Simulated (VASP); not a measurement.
# BeTe (F-43m) in VASP: further runs

The runs below take BeTe through single point, with SVWN5, PBEsol+D3(BJ), r2SCAN.

All numbers are computed with VASP 6.6.1; they aren't measurements. Logs are shortened: lines on timing, memory, paths and dates and some standing lists are left out, and cuts for length are marked.

### Step 1. The cell of the first run

Symmetry: F-43m, No. 216, cubic system. Conventional cell: a = 5.540 Å, b = 5.540 Å, c = 5.540 Å, α = 90.00°, β = 90.00°, γ = 90.00°. Within 3.2 Å of Te (site symmetry -43m) lie 4 Be at 2.40 Å. Within 3.2 Å of Be (site symmetry -43m) lie 4 Te at 2.40 Å.

### Step 2. Single point, SVWN5

The input, INCAR:

```
PREC = Accurate
ENCUT = 520
EDIFF = 1E-6
ISMEAR = -1
SIGMA = 0.05
LREAL = False
LASPH = True
NELM = 100
ALGO = Normal
ISIF = 2
LWAVE = False
LCHARG = False
GGA = VW
NBANDS = 11
```

The input, KPOINTS:

```
regular mesh
0
Gamma
  8 8 8
```

The input, POSCAR:

```
BeTe
1.0
    0.0000000000      2.7700000000      2.7700000000
    2.7700000000      0.0000000000      2.7700000000
    2.7700000000      2.7700000000      0.0000000000
Te Be
1 1
Direct
    0.7500000000      0.7500000000      0.7500000000
    0.0000000000      0.0000000000      0.0000000000
```

Potentials or basis: VASP PAW PBE potentials, release 64 (Te, Be).

The run is started by

```bash
$ cat potpaw_PBE.64/Te/POTCAR potpaw_PBE.64/Be/POTCAR > POTCAR
$ mpirun -np 1 vasp_std > vasp.out
```

OUTCAR:

```text
PREC = Accurate
   ENCUT = 520
   EDIFF = 1E-6
   ISMEAR = -1
   LREAL = False
   LASPH = True
   NELM = 100
   ISIF = 2
   GGA = VW

 ion  position               nearest neighbor table
   1  0.750  0.750  0.750-   2 2.40   2 2.40   2 2.40   2 2.40
   2  0.000  0.000  0.000-   1 2.40   1 2.40   1 2.40   1 2.40

  LATTYP: Found a face centered cubic cell.
 ALAT       =     5.5400000000

  Lattice vectors:

 A1 = (   0.0000000000,   2.7700000000,   2.7700000000)
 A2 = (   2.7700000000,   0.0000000000,   2.7700000000)
 A3 = (   2.7700000000,   2.7700000000,   0.0000000000)

Analysis of symmetry for initial positions (statically):
=====================================================================
 Subroutine PRICEL returns:
 Original cell was already a primitive cell.

 Routine SETGRP: Setting up the symmetry group for a
 face centered cubic supercell.

 Subroutine GETGRP returns: Found 24 space group operations
 (whereof 24 operations were pure point group operations)
 out of a pool of 48 trial point group operations.

The static configuration has the point symmetry T_d .

Analysis of symmetry for dynamics (positions and initial velocities):
=====================================================================
 Subroutine PRICEL returns:
 Original cell was already a primitive cell.

 Routine SETGRP: Setting up the symmetry group for a
 face centered cubic supercell.

 Subroutine GETGRP returns: Found 24 space group operations
 (whereof 24 operations were pure point group operations)
 out of a pool of 48 trial point group operations.

The dynamic configuration has the point symmetry T_d .

 Subroutine INISYM returns: Found 24 space group operations
 (whereof 24 operations are pure point group operations),
 and found     1 'primitive' translations

----------------------------------------------------------------------------------------

                                     Primitive cell

  volume of cell :      42.5079

  direct lattice vectors                    reciprocal lattice vectors
     0.000000000  2.770000000  2.770000000    -0.180505415  0.180505415  0.180505415
     2.770000000  0.000000000  2.770000000     0.180505415 -0.180505415  0.180505415
     2.770000000  2.770000000  0.000000000     0.180505415  0.180505415 -0.180505415

  length of vectors
     3.917371568  3.917371568  3.917371568     0.312644550  0.312644550  0.312644550

  position of ions in fractional coordinates (direct lattice)
     0.750000000  0.750000000  0.750000000
     0.000000000  0.000000000  0.000000000

  ion indices of the primitive-cell ions
   primitive index   ion index
                 1           1
                 2           2

----------------------------------------------------------------------------------------

 KPOINTS: regular mesh

Automatic generation of k-mesh.
 Grid dimensions read from file:
 generate k-points for:    8    8    8

 Generating k-lattice:

  Cartesian coordinates                     Fractional coordinates (reciprocal lattice)
    -0.022563177  0.022563177  0.022563177     0.125000000  0.000000000  0.000000000
     0.022563177 -0.022563177  0.022563177     0.000000000  0.125000000  0.000000000
     0.022563177  0.022563177 -0.022563177     0.000000000  0.000000000  0.125000000

  Length of vectors
     0.039080569  0.039080569  0.039080569

  Shift w.r.t. Gamma in fractional coordinates (k-lattice)
     0.000000000  0.000000000  0.000000000

 Subroutine IBZKPT returns following result:
 ===========================================

 Found     29 irreducible k-points:

 Following reciprocal coordinates:
            Coordinates               Weight
  0.000000  0.000000  0.000000      1.000000
  0.125000  0.000000  0.000000      8.000000
  0.250000  0.000000  0.000000      8.000000
  0.375000  0.000000  0.000000      8.000000
  0.500000  0.000000  0.000000      4.000000
  0.125000  0.125000  0.000000      6.000000
[... 16 lines left out ...]
  0.500000  0.250000  0.125000     48.000000
 -0.375000  0.250000  0.125000     24.000000
 [... further k-points ...]
   k-points           NKPTS =     29   k-points in BZ     NKDIM =     29   number of bands    NBANDS=     11
   number of dos      NEDOS =    301   number of ions     NIONS =      2
   total plane-waves  NPLWV =  27000
   dimension x,y,z NGX =    30 NGY =   30 NGZ =   30
   dimension x,y,z NGXF=    60 NGYF=   60 NGZF=   60
   ions per type =               1   1
   NGX,Y,Z   is equivalent  to a cutoff of  12.73, 12.73, 12.73 a.u.
   NGXF,Y,Z  is equivalent  to a cutoff of  25.46, 25.46, 25.46 a.u.
 SYSTEM =  unknown system
   PREC   = accura    normal or accurate (medium, high low for compatibility)
   ISTART =      0    job   : 0-new  1-cont  2-samecut
   ICHARG =      2    charge: 1-file 2-atom 10-const
   ISPIN  =      1    spin polarized calculation?
   LNONCOLLINEAR =      F non collinear calculations
   LSORBIT =      F    spin-orbit coupling
[... 36 lines left out ...]
  volume of cell :       42.51
 maximum number of plane-waves:      1162
 NGX is ok and might be reduce to    30
   NGX = 15   NGY = 15   NGZ = 15

 number of electron       8.0000000 magnetization

 Free energy of the ion-electron system (eV)
  ---------------------------------------------------
  ext. energy  EPLUGINS =         0.00000000
  ---------------------------------------------------
  free energy    TOTEN  =        -8.73658723 eV

  energy without entropy =       -8.73658723  energy(sigma->0) =       -8.73658723

 E-fermi :   6.2885     XC(G=0):  -9.4500

 val. band max:        5.4078074078   @ k =   0.0000   0.0000   0.0000
 cond. band min:       7.1616238562   @ k =   0.5000   0.5000   0.0000
 fundamental gap:      1.7538164484
 Fermi energy:         6.2885285221

 k-point     1 :       0.0000    0.0000    0.0000
  band No.  band energies     occupation
      1      -7.2698      2.00000
      2       5.4078      2.00000
      3       5.4078      2.00000
      4       5.4078      2.00000
      5       8.9694      0.00000
      6       8.9694      0.00000
      7       8.9694      0.00000
      8       9.4801      0.00000
      9      13.7012      0.00000
     10      15.8574      0.00000
     11      15.8574      0.00000

 k-point     2 :       0.1250    0.0000    0.0000
  band No.  band energies     occupation
      1      -7.1126      2.00000
      2       4.0216      2.00000
      3       5.1504      2.00000
      4       5.1504      2.00000
      5       8.9833      0.00000
      6       9.3371      0.00000
      7       9.3371      0.00000
      8      10.7504      0.00000
      9      14.0963      0.00000
     10      14.7964      0.00000
     11      14.7964      0.00000

 k-point     3 :       0.2500    0.0000    0.0000
  band No.  band energies     occupation
      1      -6.6768      2.00000
      2       1.9101      2.00000
      3       4.6786      2.00000
      4       4.6786      2.00000
      5       8.8044      0.00000
      6       9.8871      0.00000
      7       9.8871      0.00000
      8      12.6035      0.00000
      9      14.4265      0.00000
     10      14.5073      0.00000
     11      14.5073      0.00000

 k-point     4 :       0.3750    0.0000    0.0000
  band No.  band energies     occupation
      1      -6.1151      2.00000
      2       0.2325      2.00000
      3       4.3202      2.00000
      4       4.3202      2.00000
      5       8.6573      0.00000
      6      10.0043      0.00000
      7      10.0043      0.00000
      8      13.1428      0.00000
      9      15.3346      0.00000
     10      15.6093      0.00000
     11      15.6093      0.00000
[... 239 lines left out ...]
 k-point    22 :       0.3750    0.2500    0.1250
  band No.  band energies     occupation
      1      -6.3152      2.00000
      2       1.6719      2.00000
      3       2.9932      2.00000
      4       4.0891      2.00000
      5       8.9366      0.00000
      6      10.4225      0.00000
      7      10.7155      0.00000
      8      11.7989      0.00000
      9      14.6409      0.00000
     10      16.0190      0.00000
     11      16.7402      0.00000

 k-point    23 :       0.5000    0.2500    0.1250
  band No.  band energies     occupation
      1      -5.8142      2.00000
      2       0.5428      2.00000
      3       2.4419      2.00000
      4       3.5947      2.00000
      5       9.4004      0.00000
      6      10.1275      0.00000
      7      11.3803      0.00000
      8      12.4372      0.00000
      9      15.3379      0.00000
     10      15.9014      0.00000
     11      17.7940      0.00000

 k-point    24 :      -0.3750    0.2500    0.1250
  band No.  band energies     occupation
      1      -5.5577      2.00000
      2       0.0073      2.00000
      3       2.3368      2.00000
      4       3.3522      2.00000
      5       9.5402      0.00000
      6       9.8404      0.00000
      7      12.2086      0.00000
      8      13.2732      0.00000
      9      13.9480      0.00000
     10      17.0923      0.00000
     11      17.4258      0.00000

 [... further k-points ...]

------------------------ aborting loop because EDIFF is reached ----------------------------------------

  FORCE on cell =-STRESS in cart. coord.  units (eV):
  Direction    XX          YY          ZZ          XY          YZ          ZX
  --------------------------------------------------------------------------------------
  -------------------------------------------------------------------------------------
  Total        0.2363941      0.2363941      0.2363941      0.0000000     -0.0000000      0.0000000
  in kB        8.9100061      8.9100061      8.9100061      0.0000000     -0.0000000      0.0000000
  external PRESSURE =       8.9100061 kB  Pullay stress =       0.0000000 kB

 VOLUME and BASIS-vectors are now :
 -----------------------------------------------------------------------------
  energy-cutoff  :      520.00
  volume of cell :       42.51
      direct lattice vectors                 reciprocal lattice vectors
     0.000000000  2.770000000  2.770000000    -0.180505415  0.180505415  0.180505415
     2.770000000  0.000000000  2.770000000     0.180505415 -0.180505415  0.180505415
     2.770000000  2.770000000  0.000000000     0.180505415  0.180505415 -0.180505415

 POSITION                                       TOTAL-FORCE (eV/Angst)
 -----------------------------------------------------------------------------------
      4.15500      4.15500      4.15500        -0.000000     -0.000000     -0.000000
      0.00000      0.00000      0.00000         0.000000      0.000000      0.000000
 -----------------------------------------------------------------------------------
    total drift:                               -0.000000     -0.000000     -0.000000

  FREE ENERGIE OF THE ION-ELECTRON SYSTEM (eV)
  ---------------------------------------------------
  free  energy   TOTEN  =        -8.7365872333 eV

  energy  without entropy=       -8.7365872328  energy(sigma->0) =       -8.73658723
```

Run time: 12 s. Hardware: 1 thread of Intel Xeon Platinum 8259CL at 2.50GHz (Skylake/Cascade Lake), shared host; peak memory 0.15 GiB.

Results:

```
Free energy            : -8.7366 eV
Pressure               : 0.9 GPa
Band gap on the k mesh : 1.75 eV, indirect (least direct gap 3.56 eV)
```

Levels at points of the mesh, in eV from the valence-band top:
```tsv
k point	band 1	band 2	band 3	band 4	band 5	band 6	band 7	band 8	band 9
(0.00, 0.00, 0.00)	-12.68	0.00	0.00	0.00	3.56	3.56	3.56	4.07	8.29
(0.50, 0.00, 0.00)	-11.22	-5.86	-1.22	-1.22	3.20	4.56	4.56	7.66	10.99
(0.50, 0.50, 0.00)	-10.70	-5.35	-2.84	-2.84	1.75	2.60	9.95	9.95	11.69
```

Caveat: the PAW data sets were made with another functional, which shifts forces and pressure a little; spin-orbit coupling is left out, which moves the levels of the heavy elements.

### Step 3. Single point, PBEsol+D3(BJ)

This run uses another cell than the first one, of 22.10 Å³/atom, 1.040 times its volume.

The input, INCAR:

```
PREC = Accurate ; ENCUT = 520
EDIFF = 1E-6 ; ISMEAR = -1
SIGMA = 0.05 ; LREAL = False
LASPH = True ; NELM = 100
ALGO = Normal ; ISIF = 2
LWAVE = False ; LCHARG = False
GGA = PS ; IVDW = 12
NBANDS = 11
```

The input, KPOINTS:

```
Automatic mesh
0
Gamma
  8 8 8
```

The input, POSCAR:

```
BeTe
1.0
    0.0000000000      2.8064515486      2.8064515486
    2.8064515486      0.0000000000      2.8064515486
    2.8064515486      2.8064515486      0.0000000000
Te Be
1 1
Direct
    0.7500000000      0.7500000000      0.7500000000
    0.0000000000      0.0000000000      0.0000000000
```

Potentials or basis: VASP PAW PBE potentials, release 64 (Te, Be).

The run is started by

```bash
$ cat potpaw_PBE.64/Te/POTCAR potpaw_PBE.64/Be/POTCAR > POTCAR
$ mpirun -np 1 vasp_std > vasp.out
```

Run time: 15 s. Hardware: 1 thread of Intel Xeon Platinum 8259CL at 2.50GHz (Skylake/Cascade Lake), shared host; peak memory 0.18 GiB.

The run converged. Its results:

```yaml
Free_energy: -8.8272 eV
Pressure: -2.2 GPa
Band_gap_on_the_k_mesh: 1.83 eV, indirect (least direct gap 3.59 eV)
Dispersion_energy_per_atom: -0.306 eV
```

Levels at points of the mesh, in eV from the valence-band top:
```csv
k point,band 1,band 2,band 3,band 4,band 5,band 6,band 7,band 8
"(0.00, 0.00, 0.00)",-12.40,0.00,0.00,0.00,3.59,3.59,3.59,3.81
"(0.50, 0.00, 0.00)",-11.03,-5.64,-1.15,-1.15,3.06,4.55,4.55,7.66
"(0.50, 0.50, 0.00)",-10.52,-5.18,-2.70,-2.70,1.83,2.60,9.77,9.77
```

Caveat: the PAW data sets were made with another functional, which shifts forces and pressure a little; spin-orbit coupling is left out, which moves the levels of the heavy elements.

### Step 4. Single point, PBEsol+D3(BJ)

This run uses another cell than the first one, of 22.53 Å³/atom, 1.060 times its volume.

The input, INCAR:

```
  ALGO = Normal
  EDIFF = 1E-7
  ENCUT = 520
  GGA = PS
  ISIF = 2
  ISMEAR = -1
  IVDW = 12
  LASPH = T
  LCHARG = T
  LELF = T
  LREAL = F
  LVHAR = T
  LWAVE = F
  NBANDS = 11
  NELM = 60
  PREC = Accurate
  SIGMA = 0.05
```

The input, KPOINTS:

```
k-points
0
Gamma
  8 8 8
```

The input, POSCAR:

```
BeTe
1.0
    0.0000000000      2.8243275181      2.8243275181
    2.8243275181      0.0000000000      2.8243275181
    2.8243275181      2.8243275181      0.0000000000
Te Be
1 1
Direct
    0.7500000000      0.7500000000      0.7500000000
    0.0000000000      0.0000000000      0.0000000000
```

The run is started by

```bash
$ cat potpaw_PBE.64/Te/POTCAR potpaw_PBE.64/Be/POTCAR > POTCAR
$ mpirun -np 1 vasp_std > vasp.out
```

It took 17 s on 1 thread of Intel Xeon Platinum 8259CL at 2.50GHz (Skylake/Cascade Lake), shared host; peak memory 0.18 GiB.

The run converged. Its results:

| Property | Result |
| --- | --- |
| Free energy | -8.8126 eV |
| Pressure | -3.2 GPa |
| Band gap on the k mesh | 1.88 eV, indirect (least direct gap 3.61 eV) |
| Dispersion energy per atom | -0.300 eV |

Levels at points of the mesh, in eV from the valence-band top:
```csv
k point,band 1,band 2,band 3,band 4,band 5,band 6,band 7,band 8,band 9
"(0.00, 0.00, 0.00)",-12.27,0.00,0.00,0.00,3.61,3.61,3.61,3.67,8.18
"(0.50, 0.00, 0.00)",-10.95,-5.52,-1.12,-1.12,3.01,4.56,4.56,7.67,10.79
"(0.50, 0.50, 0.00)",-10.46,-5.08,-2.63,-2.63,1.88,2.62,9.65,9.65,11.46
```

Caveat: the PAW data sets were made with another functional, which shifts forces and pressure a little; spin-orbit coupling is left out, which moves the levels of the heavy elements. Expect the measured gap to be larger: semilocal functionals such as PBEsol lack the derivative discontinuity.

### Step 5. Single point, r2SCAN

This run uses another cell than the first one, of 19.98 Å³/atom, 0.940 times its volume.

The input, POSCAR:

```
BeTe
1.0
    0.0000000000      2.7134535211      2.7134535211
    2.7134535211      0.0000000000      2.7134535211
    2.7134535211      2.7134535211      0.0000000000
Te Be
1 1
Direct
    0.7500000000      0.7500000000      0.7500000000
    0.0000000000      0.0000000000      0.0000000000
```

The input, INCAR.step1:

```
  ALGO = Normal
  EDIFF = 1E-4
  ENCUT = 520
  GGA = PE
  ISMEAR = -1
  LASPH = True
  LCHARG = False
  LREAL = False
  LWAVE = True
  NBANDS = 11
  NELM = 60
  PREC = Accurate
  SIGMA = 0.05
```

The input, INCAR.step2:

```
  ALGO = Normal
  EDIFF = 1E-7
  ENCUT = 520
  ISIF = 2
  ISMEAR = -1
  ISTART = 1
  LASPH = True
  LCHARG = False
  LMIXTAU = True
  LREAL = False
  LWAVE = False
  METAGGA = R2SCAN
  NBANDS = 11
  NELM = 60
  PREC = Accurate
  SIGMA = 0.05
```

KPOINTS is that of step 4.

The run is started by

```bash
$ cat potpaw_PBE.64/Te/POTCAR potpaw_PBE.64/Be/POTCAR > POTCAR
$ cp INCAR.step1 INCAR
$ mpirun -np 1 vasp_std > vasp.out
$ cp INCAR.step2 INCAR
$ mpirun -np 1 vasp_std > vasp.out
```

Wall time 58 s (1 thread of Intel Xeon Platinum 8259CL at 2.50GHz (Skylake/Cascade Lake), shared host); peak memory 0.17 GiB.

The run converged. Its results:

```
Free energy            : -30.5356 eV
Pressure               : 9.7 GPa
Band gap on the k mesh : 2.03 eV, indirect (least direct gap 3.87 eV)
```

Levels at points of the mesh, in eV from the valence-band top:
```csv
k point,band 2,band 3,band 4,band 5,band 6,band 7
"(0.00, 0.00, 0.00)",0.00,0.00,0.00,3.87,3.87,3.87
"(0.50, 0.00, 0.00)",-6.56,-1.39,-1.39,3.87,4.92,4.92
"(0.50, 0.50, 0.00)",-6.01,-3.22,-3.22,2.03,2.80,11.30
```

Caveat: the PAW data sets were made with another functional, which shifts forces and pressure a little; spin-orbit coupling is left out, which moves the levels of the heavy elements. A k mesh can miss the band edges.

### Step 6. Single point, r2SCAN

This run uses another cell than the first one, of 20.40 Å³/atom, 0.960 times its volume.

The input, POSCAR:

```
BeTe
1.0
    0.0000000000      2.7325629784      2.7325629784
    2.7325629784      0.0000000000      2.7325629784
    2.7325629784      2.7325629784      0.0000000000
Te Be
1 1
Direct
    0.7500000000      0.7500000000      0.7500000000
    0.0000000000      0.0000000000      0.0000000000
```

Changes to INCAR.step1 since step 5:

```diff
@@ -10,3 +10,3 @@
   NBANDS = 11
-  NELM = 60
+  NELM = 100
   PREC = Accurate
```

Changes to INCAR.step2 since step 5:

```diff
@@ -1,3 +1,3 @@
   ALGO = Normal
-  EDIFF = 1E-7
+  EDIFF = 1E-6
   ENCUT = 520
@@ -13,3 +13,3 @@
   NBANDS = 11
-  NELM = 60
+  NELM = 100
   PREC = Accurate
```

KPOINTS is that of step 5.

Potentials or basis: VASP PAW PBE potentials, release 64 (Te, Be).

The run is started by

```bash
$ cat potpaw_PBE.64/Te/POTCAR potpaw_PBE.64/Be/POTCAR > POTCAR
$ cp INCAR.step1 INCAR
$ mpirun -np 1 vasp_std > vasp.out
$ cp INCAR.step2 INCAR
$ mpirun -np 1 vasp_std > vasp.out
```

Run time: 52 s. Hardware: 1 thread of Intel Xeon Platinum 8259CL at 2.50GHz (Skylake/Cascade Lake), shared host; peak memory 0.17 GiB.

It converged, with:

| Quantity | Value |
| --- | --- |
| Free energy | -30.5821 eV |
| Pressure | 7.8 GPa |
| Band gap on the k mesh | 2.09 eV, indirect (least direct gap 3.90 eV) |

Levels at points of the mesh, in eV from the valence-band top:
```
           k point  band 2  band 3  band 4  band 5  band 6  band 7
(0.00, 0.00, 0.00)    0.00    0.00    0.00    3.90    3.90    3.90
(0.50, 0.00, 0.00)   -6.40   -1.34   -1.34    3.81    4.94    4.94
(0.50, 0.50, 0.00)   -5.88   -3.12   -3.12    2.09    2.84   11.16
```

Caveat: the PAW data sets were made with another functional, which shifts forces and pressure a little; spin-orbit coupling is left out, which moves the levels of the heavy elements. r2SCAN opens gaps a little over a GGA but as a rule still falls short of measured ones.

### Step 7. The runs side by side

```tsv
level	cell	gap on the mesh (eV)	pressure (GPa)
SVWN5	a = 3.917 Å, angles 60.0°, 2 atoms	1.75	0.9
PBEsol+D3(BJ)	a = 3.969 Å, angles 60.0°, 2 atoms	1.83	-2.2
PBEsol+D3(BJ)	a = 3.994 Å, angles 60.0°, 2 atoms	1.88	-3.2
r2SCAN	a = 3.837 Å, angles 60.0°, 2 atoms	2.03	9.7
r2SCAN	a = 3.864 Å, angles 60.0°, 2 atoms	2.09	7.8
```

Alike in all rows: task single point; potentials or basis VASP PAW PBE potentials, release 64 (Te, Be); no spin polarisation; k mesh 8 × 8 × 8; cutoff (eV) 520; smearing fermi-dirac 0.05 eV.

Caveats: the PAW data sets were made with another functional, which shifts forces and pressure a little; spin-orbit coupling is left out, which moves the levels of the heavy elements.

Total energies depend on the potentials used, so only differences within one code and one set of settings carry meaning.
